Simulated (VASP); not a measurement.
# O (R-3m) in VASP: single point with PBE

Aim: the single point of O with PBE.

All numbers are computed with VASP 6.6.1; they aren't measurements. Logs are shortened: lines on timing, memory, paths and dates and some standing lists are left out, and cuts for length are marked.

## Step 1: The cell of the first run

Symmetry: R-3m, No. 166, trigonal system. The conventional cell has a = 3.070 Å, b = 3.070 Å, c = 7.520 Å, α = 90.00°, β = 90.00°, γ = 120.00°. Within 1.6 Å of O (site symmetry 3m) lie 1 O at 1.21 Å.

## Step 2: Single point, PBE

Contents of INCAR:

```
SYSTEM = O
PREC = Accurate
ENCUT = 600
EDIFF = 1E-6
ISMEAR = -1
SIGMA = 0.1
LREAL = .FALSE.
LASPH = .TRUE.
NELM = 120
ALGO = Normal
ISIF = 2
LWAVE = .FALSE.
LCHARG = .TRUE.
GGA = PE
LELF = .TRUE.
LVHAR = .TRUE.
NBANDS = 13
GGA_COMPAT = .FALSE.
```

Contents of KPOINTS:

```
Automatic mesh
0
G
  6 6 6
  0 0 0
```

Contents of POSCAR:

```
O
1.0
    0.0000000000      2.1708564400      2.1708564400
    2.1708564400      0.0000000000      2.1708564400
    2.1708564400      2.1708564400      0.0000000000
O
2
Direct
    0.2438792148      0.1962535920      0.1761929019
    0.0823116841      0.0347282674      0.0146083203
```

Potentials or basis: VASP PAW PBE potentials, release 64 (O).

Started as:

```console
cat potpaw_PBE.64/O/POTCAR > POTCAR
mpirun -np 1 vasp_std > vasp.out
```

OUTCAR:

```text
SYSTEM = O
   PREC = Accurate
   ENCUT = 600
   EDIFF = 1E-6
   ISMEAR = -1
   LREAL = .FALSE.
   LASPH = .TRUE.
   NELM = 120
   ISIF = 2
   GGA = PE

 ion  position               nearest neighbor table
   1  0.244  0.196  0.176-   2 1.21
   2  0.082  0.035  0.015-   1 1.21

  LATTYP: Found a face centered cubic cell.
 ALAT       =     4.3417128800

  Lattice vectors:

 A1 = (   0.0000000000,   2.1708564400,   2.1708564400)
 A2 = (   2.1708564400,   0.0000000000,   2.1708564400)
 A3 = (   2.1708564400,   2.1708564400,   0.0000000000)

Analysis of symmetry for initial positions (statically):
=====================================================================
 Subroutine PRICEL returns:
 Original cell was already a primitive cell.

 Routine SETGRP: Setting up the symmetry group for a
 face centered cubic supercell.

 Subroutine GETGRP returns: Found  2 space group operations
 (whereof  1 operations were pure point group operations)
 out of a pool of 48 trial point group operations.

The static configuration has the point symmetry C_1 .
 The point group associated with its full space group is S_2 .

Analysis of symmetry for dynamics (positions and initial velocities):
=====================================================================
 Subroutine PRICEL returns:
 Original cell was already a primitive cell.

 Routine SETGRP: Setting up the symmetry group for a
 face centered cubic supercell.

 Subroutine GETGRP returns: Found  2 space group operations
 (whereof  1 operations were pure point group operations)
 out of a pool of 48 trial point group operations.

The dynamic configuration has the point symmetry C_1 .
 The point group associated with its full space group is S_2 .

 Subroutine INISYM returns: Found  2 space group operations
 (whereof  1 operations are pure point group operations),
 and found     1 'primitive' translations

----------------------------------------------------------------------------------------

                                     Primitive cell

  volume of cell :      20.4608

  direct lattice vectors                    reciprocal lattice vectors
     0.000000000  2.170856440  2.170856440    -0.230323844  0.230323844  0.230323844
     2.170856440  0.000000000  2.170856440     0.230323844 -0.230323844  0.230323844
     2.170856440  2.170856440  0.000000000     0.230323844  0.230323844 -0.230323844

  length of vectors
     3.070054619  3.070054619  3.070054619     0.398932600  0.398932600  0.398932600

  position of ions in fractional coordinates (direct lattice)
     0.243879215  0.196253592  0.176192902
     0.082311684  0.034728267  0.014608320

  ion indices of the primitive-cell ions
   primitive index   ion index
                 1           1
                 2           2

----------------------------------------------------------------------------------------

 KPOINTS: Automatic mesh

Automatic generation of k-mesh.
 Grid dimensions read from file:
 generate k-points for:    6    6    6

 Generating k-lattice:

  Cartesian coordinates                     Fractional coordinates (reciprocal lattice)
    -0.038387307  0.038387307  0.038387307     0.166666667  0.000000000  0.000000000
     0.038387307 -0.038387307  0.038387307     0.000000000  0.166666667  0.000000000
     0.038387307  0.038387307 -0.038387307     0.000000000  0.000000000  0.166666667

  Length of vectors
     0.066488767  0.066488767  0.066488767

  Shift w.r.t. Gamma in fractional coordinates (k-lattice)
     0.000000000  0.000000000  0.000000000

 Subroutine IBZKPT returns following result:
 ===========================================

 Found    112 irreducible k-points:

 Following reciprocal coordinates:
            Coordinates               Weight
  0.000000  0.000000  0.000000      1.000000
  0.166667  0.000000  0.000000      2.000000
  0.000000  0.166667  0.000000      2.000000
  0.000000  0.000000  0.166667      2.000000
  0.166667  0.166667  0.166667      2.000000
  0.333333  0.000000  0.000000      2.000000
[... 16 lines left out ...]
  0.166667 -0.166667 -0.166667      2.000000
  0.333333  0.333333  0.166667      2.000000
 [... further k-points ...]
   k-points           NKPTS =    112   k-points in BZ     NKDIM =    112   number of bands    NBANDS=     13
   number of dos      NEDOS =    301   number of ions     NIONS =      2
   total plane-waves  NPLWV =  21952
   dimension x,y,z NGX =    28 NGY =   28 NGZ =   28
   dimension x,y,z NGXF=    56 NGYF=   56 NGZF=   56
   ions per type =               2
   NGX,Y,Z   is equivalent  to a cutoff of  15.16, 15.16, 15.16 a.u.
   NGXF,Y,Z  is equivalent  to a cutoff of  30.32, 30.32, 30.32 a.u.
 SYSTEM =  O
   PREC   = accura    normal or accurate (medium, high low for compatibility)
   ISTART =      0    job   : 0-new  1-cont  2-samecut
   ICHARG =      2    charge: 1-file 2-atom 10-const
   ISPIN  =      1    spin polarized calculation?
   LNONCOLLINEAR =      F non collinear calculations
   LSORBIT =      F    spin-orbit coupling
   LASPH  =      T    aspherical Exc in radial PAW
   ENCUT  =  600.0 eV  44.10 Ry    6.64 a.u.   6.13  6.13  6.13*2*pi/ulx,y,z
   NELM   =    120;   NELMIN=  2; NELMDL= -5     # of ELM steps
   EDIFF  = 0.1E-05   stopping-criterion for ELM
   LREAL  =      F    real-space projection
   EDIFFG = 0.1E-04   stopping-criterion for IOM
   NSW    =      0    number of steps for IOM
   IBRION =     -1    ionic relax: 0-MD 1-quasi-New 2-CG
   NFREE  =      0    steps in history (QN), initial steepest desc. (CG)
   ISIF   =      2    stress and relaxation
   ISYM   =      2    0-nonsym 1-usesym 2-fastsym
   POTIM  = 0.5000    time-step for ionic-motion
   TEBEG  =    0.0;   TEEND  =   0.0 temperature during run
   PSTRESS=    0.0 pullay stress
   NELECT =      12.0000    total number of electrons
   NUPDOWN=      -1.0000    fix difference up-down
   EMIN   =  10.00;   EMAX   =-10.00  energy-range for DOS
   EFERMI =   0.00;   METHOD = LEGACY
   ISMEAR =    -1;   SIGMA  =   0.10  broadening in eV -4-tet -1-fermi 0-gaus
   EFERMI_NEDOS =   21; number of points for ismear=-14 and -15
   IALGO  =     38    algorithm
   IMIX   =      4    mixing-type and parameters
     AMIX     =   0.40;   BMIX     =  1.00
     AMIX_MAG =   1.60;   BMIX_MAG =  1.00
  volume/ion in A,a.u.               =      10.23        69.04
  Fermi-wavevector in a.u.,A,eV,Ry     =   1.370337  2.589562 25.549351  1.877824
  Thomas-Fermi vector in A             =   2.496132
   LORBIT       =      0    0 simple, 1 ext, 2 COOP (PROOUT), +10 PAW based schemes
   GGA     = PE    functional components
   LHFCALC =     F    Hartree Fock is set to
   AEXX    =    0.0000 exact exchange contribution
   IVDW    =     0    specifies the selected vdW correction
   LEPSILON=     F    determine dielectric tensor
   LRPA    =     F    only Hartree local field effects (RPA)
 non-spin polarized calculation
  energy-cutoff  :      600.00
  volume of cell :       20.46
 maximum number of plane-waves:       701
 NGX is ok and might be reduce to    28
   NGX = 13   NGY = 13   NGZ = 13

 number of electron      12.0000001 magnetization

 Free energy of the ion-electron system (eV)
  ---------------------------------------------------
  ext. energy  EPLUGINS =         0.00000000
  ---------------------------------------------------
  free energy    TOTEN  =        -9.07893502 eV

  energy without entropy =       -9.05753989  energy(sigma->0) =       -9.06823745

 E-fermi :   1.6270     XC(G=0):  -9.8593

 val. band max:        1.5601255156   @ k =   0.1667   0.1667   0.0000
 cond. band min:       1.7142282245   @ k =  -0.3333   0.3333   0.5000
 fundamental gap:      0.1541027089
 Fermi energy:         1.6270352934

 k-point     1 :       0.0000    0.0000    0.0000
  band No.  band energies     occupation
      1     -25.7825      2.00000
      2     -10.5594      2.00000
      3      -8.0707      2.00000
      4      -4.3226      2.00000
      5      -4.3224      2.00000
      6       0.8705      1.99896
      7       0.8710      1.99896
      8      10.3028      0.00000
      9      10.9671      0.00000
     10      22.5135      0.00000
     11      22.5146      0.00000
     12      25.8491      0.00000
     13      25.8492      0.00000

 k-point     2 :       0.1667    0.0000    0.0000
  band No.  band energies     occupation
      1     -25.6765      2.00000
      2     -11.0407      2.00000
      3      -7.8059      2.00000
      4      -4.7494      2.00000
      5      -4.3091      2.00000
      6       0.6937      1.99982
      7       1.2812      1.93898
      8      10.4794      0.00000
      9      11.6794      0.00000
     10      20.3744      0.00000
     11      22.8958      0.00000
     12      23.6095      0.00000
     13      26.7902      0.00000

 k-point     3 :       0.0000    0.1667    0.0000
  band No.  band energies     occupation
      1     -25.6765      2.00000
      2     -11.0405      2.00000
      3      -7.8061      2.00000
      4      -4.7496      2.00000
      5      -4.3090      2.00000
      6       0.6935      1.99982
      7       1.2815      1.93879
      8      10.4795      0.00000
      9      11.6794      0.00000
     10      20.3740      0.00000
     11      22.8962      0.00000
     12      23.6098      0.00000
     13      26.7903      0.00000

 k-point     4 :       0.0000    0.0000    0.1667
  band No.  band energies     occupation
      1     -25.6765      2.00000
      2     -11.0408      2.00000
      3      -7.8059      2.00000
      4      -4.7493      2.00000
      5      -4.3091      2.00000
      6       0.6938      1.99982
      7       1.2810      1.93906
      8      10.4794      0.00000
      9      11.6794      0.00000
     10      20.3746      0.00000
     11      22.8956      0.00000
     12      23.6094      0.00000
     13      26.7902      0.00000

 k-point     5 :       0.1667    0.1667    0.1667
  band No.  band energies     occupation
      1     -25.6152      2.00000
      2     -12.1973      2.00000
      3      -6.3223      2.00000
      4      -4.6611      2.00000
      5      -4.6611      2.00000
      6       1.4056      1.80303
      7       1.4058      1.80265
      8       8.9458      0.00000
      9      12.7949      0.00000
     10      21.0515      0.00000
     11      21.0518      0.00000
     12      22.3518      0.00000
     13      25.8761      0.00000
[... 257 lines left out ...]
 k-point    22 :       0.1667    0.3333    0.0000
  band No.  band energies     occupation
      1     -25.4265      2.00000
      2     -12.2845      2.00000
      3      -6.7411      2.00000
      4      -5.6934      2.00000
      5      -4.3609      2.00000
      6       0.5210      1.99997
      7       2.2948      0.00251
      8      10.3609      0.00000
      9      13.4902      0.00000
     10      17.5316      0.00000
     11      22.2691      0.00000
     12      23.2525      0.00000
     13      26.9383      0.00000

 k-point    23 :       0.1667   -0.1667   -0.1667
  band No.  band energies     occupation
      1     -25.4596      2.00000
      2     -11.6772      2.00000
      3      -7.9282      2.00000
      4      -4.9672      2.00000
      5      -4.4781      2.00000
      6       0.9364      1.99800
      7       1.3841      1.83802
      8      10.8513      0.00000
      9      12.9663      0.00000
     10      18.0926      0.00000
     11      22.2968      0.00000
     12      24.9326      0.00000
     13      28.0130      0.00000

 k-point    24 :       0.3333    0.3333    0.1667
  band No.  band energies     occupation
      1     -25.3244      2.00000
      2     -13.4143      2.00000
      3      -5.4618      2.00000
      4      -5.1812      2.00000
      5      -4.8880      2.00000
      6       1.3426      1.89003
      7       2.6171      0.00010
      8       9.3364      0.00000
      9      13.5872      0.00000
     10      17.7699      0.00000
     11      20.5631      0.00000
     12      21.1114      0.00000
     13      28.0969      0.00000

 [... further k-points ...]

------------------------ aborting loop because EDIFF is reached ----------------------------------------

  FORCE on cell =-STRESS in cart. coord.  units (eV):
  Direction    XX          YY          ZZ          XY          YZ          ZX
  --------------------------------------------------------------------------------------
  -------------------------------------------------------------------------------------
  Total        2.3599444      2.3599315      2.3598416      0.3875587      0.3874181      0.3867503
  in kB      184.7944985    184.7934915    184.7864540     30.3476275     30.3366174     30.2843270
  external PRESSURE =     184.7914814 kB  Pullay stress =       0.0000000 kB

 VOLUME and BASIS-vectors are now :
 -----------------------------------------------------------------------------
  energy-cutoff  :      600.00
  volume of cell :       20.46
      direct lattice vectors                 reciprocal lattice vectors
     0.000000000  2.170856440  2.170856440    -0.230323844  0.230323844  0.230323844
     2.170856440  0.000000000  2.170856440     0.230323844 -0.230323844  0.230323844
     2.170856440  2.170856440  0.000000000     0.230323844  0.230323844 -0.230323844

 POSITION                                       TOTAL-FORCE (eV/Angst)
 -----------------------------------------------------------------------------------
      0.80853      0.91192      0.95547         0.676896      0.676193      0.677171
      0.10710      0.21040      0.25408        -0.676896     -0.676193     -0.677171
 -----------------------------------------------------------------------------------
    total drift:                                0.000004     -0.000013      0.000004

  FREE ENERGIE OF THE ION-ELECTRON SYSTEM (eV)
  ---------------------------------------------------
  free  energy   TOTEN  =        -9.0789350180 eV

  energy  without entropy=       -9.0575398855  energy(sigma->0) =       -9.06823745
```

Wall time 34 s (1 thread of Intel Xeon Platinum 8259CL at 2.50GHz (Skylake/Cascade Lake), shared host); peak memory 0.16 GiB.

Results:

```yaml
Free_energy: -9.0789 eV
Pressure: 18.5 GPa
Largest_force: 1.172 eV/Å
Band_gap_on_the_k_mesh: zero (bands 6 and 7 overlap by 1.88 eV)
```

Forces on the atoms (eV/Å):
```
O    0.677  0.676  0.677
O   -0.677 -0.676 -0.677
```

Caveat: the k points lie up to 0.42 Å⁻¹ apart, too coarse for converged energies and pressures of a metal; the standard files for N, O and F lose accuracy on very short bonds; spin is off for a triplet molecule; this functional lacks dispersion, which holds the molecules together, so the pressure and a relaxed volume are unreliable; forces of over 1 eV/Å act on the atoms, so gaps and moduli don't describe the material at rest.
